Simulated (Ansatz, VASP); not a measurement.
# NaZr4: VASP beside Ansatz

```
Na Zr
1.0
     5.00261    0.00000    0.00000
     0.00000    5.00261    0.00000
     0.00000    0.00000    5.00261
Na Zr
1 4
Direct
  0.00000 0.00000 0.00000
  0.50000 0.00000 0.00000
  0.00000 0.50000 0.00000
  0.00000 0.00000 0.50000
  0.50000 0.50000 0.50000
```

Alike in both runs: task single point; functional PBE; k mesh 4 × 4 × 4; occupations gaussian, width 0.1 eV; collinear spin.

|  | VASP | Ansatz |
| --- | --- | --- |
| version | VASP 6.6.1 | Ansatz 0.2.0 |
| potentials or method | VASP PAW PBE potentials, release 64 (Na_pv, Zr_sv), cutoff 520 eV | scalar-relativistic, plane waves, PAW |
| valence electrons in the cell | 55 | 57 |

|  | VASP | Ansatz | Ansatz less VASP |
| --- | --- | --- | --- |
| gap on the k mesh at the Fermi level (eV) | none | none | - |
| pressure (GPa) | 0.2 | 0.1 | -0.09 |
| net moment per atom (μB) | 0.14 | 0.14 | +0.002 |
| size of the moment on the site where the two differ most (μB) | 0.07 | 0.10 | +0.028 |

Site moments also hang on the region over which each program counts them. A gap of «none» marks a metal or a gap that the smearing closes. VASP's potentials hold 55 valence electrons a cell and Ansatz's 57, so a difference there can come from the potentials and not from the codes.
